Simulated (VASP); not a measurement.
**SnO2: single point with r2SCAN**

Crystal: SnO2.

```xyz
24
Lattice="0.0000 5.1530 5.1530 5.1530 0.0000 5.1530 5.1530 5.1530 0.0000" Properties=species:S:1:pos:R:3 pbc="T T T"
Sn    0.3328    0.1690    0.2488
Sn    2.7365    2.7847    0.1604
Sn    2.7184   -0.1480    2.8035
Sn    5.2789    2.6095    2.4145
Sn   -0.1805    2.4602    2.6081
Sn    2.7150    5.0987    2.8386
Sn    2.7540    2.7021    5.1894
Sn    5.3805    5.1765    5.4721
O     1.5777    1.0748    1.8453
O     3.3110    3.2018    3.3888
O     3.9253    4.2659    1.2286
O     7.0233    5.9929    4.6835
O     4.2049    0.6035    3.5868
O     6.4634    3.6524    6.5781
O     6.1836    3.5930    4.0257
O     9.2629    6.7863    6.0776
O     0.7574    3.6616    3.9918
O     4.5217    6.9522    5.9206
O     4.3878    5.8125    3.6427
O     6.5439    8.7981    6.2783
O     3.7383    4.2656    6.1984
O     7.1824    6.0689    9.8003
O     6.4980    6.2135    7.1316
O     8.4361    8.2050    8.5617
```

- Program: VASP 6.6.1
- Task: single point
- Functional: r2SCAN
- Potentials or basis: VASP PAW PBE potentials, release 64 (Sn_d, O)
- Cutoff: 580 eV
- k mesh: 2 × 2 × 2
- Occupations: fermi-dirac, width 0.112 eV
- Spin: no spin polarisation

```yaml
Pressure: 2.6 GPa
Largest_force: 4.947 eV/Å
Band_gap_on_the_k_mesh: 0.65 eV (least direct gap 0.71 eV)
```

Forces on the atoms (eV/Å):
```
Sn  -0.809 -1.673 -1.545
Sn  -0.770 -1.274  0.880
Sn  -2.831 -2.015  0.079
Sn  -0.715  0.522  1.870
Sn   3.670 -0.186  0.707
Sn  -1.028 -1.272  0.162
Sn  -2.703 -1.104 -1.204
Sn   1.021 -0.328 -1.174
O   -2.358  1.290  0.103
O    1.303  0.084 -0.453
O    0.090 -0.137 -0.510
O    0.567  0.469 -1.073
O    4.135  2.367  1.331
O   -0.003  0.001 -0.376
O   -1.063  0.180 -0.527
O    2.087 -0.096  1.505
O    0.482  0.034 -0.530
O   -2.399  0.758  0.141
O    1.191  0.540 -1.027
O   -0.562  0.600  2.563
O    1.044  0.048  0.364
O   -0.367  0.098 -1.126
O    0.484 -0.137  0.258
O   -0.466  1.229 -0.419
```

Stress tensor (GPa, compression positive):
```
 3.60 -1.01 -0.66
-1.01  0.10 -3.97
-0.66 -3.97  4.11
```

Levels at points of the mesh, in eV from the valence-band top:
| k point | band 101 | band 102 | band 103 | band 104 | band 105 | band 106 | band 107 | band 108 |
| --- | --- | --- | --- | --- | --- | --- | --- | --- |
| (0.00, 0.00, 0.00) | -0.67 | -0.48 | -0.22 | -0.06 | 0.65 | 4.20 | 4.56 | 4.78 |
| (0.50, 0.00, 0.00) | -0.71 | -0.63 | -0.43 | -0.12 | 3.15 | 3.53 | 4.15 | 4.47 |
| (0.00, 0.50, 0.00) | -0.64 | -0.59 | -0.36 | -0.18 | 3.07 | 3.25 | 4.52 | 4.60 |
| (0.00, 0.00, 0.50) | -0.70 | -0.61 | -0.39 | -0.12 | 3.02 | 3.19 | 4.39 | 4.57 |
| (0.50, 0.50, 0.50) | -0.70 | -0.52 | -0.28 | -0.07 | 3.21 | 3.31 | 4.20 | 4.34 |
| (0.50, 0.50, 0.00) | -0.61 | -0.37 | -0.31 | 0.00 | 3.31 | 3.58 | 4.02 | 4.51 |
| (0.00, 0.50, 0.50) | -0.69 | -0.50 | -0.33 | -0.01 | 3.45 | 3.65 | 4.18 | 4.61 |
| (0.50, 0.00, 0.50) | -0.58 | -0.42 | -0.24 | -0.07 | 3.22 | 3.71 | 4.22 | 4.27 |

It took 13 min on 1 thread of Intel(R) Xeon(R) 6975P-C (Granite Rapids) (shared host), peak memory 0.65 GiB.

Caveat: the k points lie up to 0.53 Å⁻¹ apart; the atoms stand as in a frame of molecular dynamics; the PAW data sets were made with another functional, which shifts forces and pressure a little; spin-orbit coupling is left out, which moves the levels of the heavy elements. A k mesh can miss the band edges.
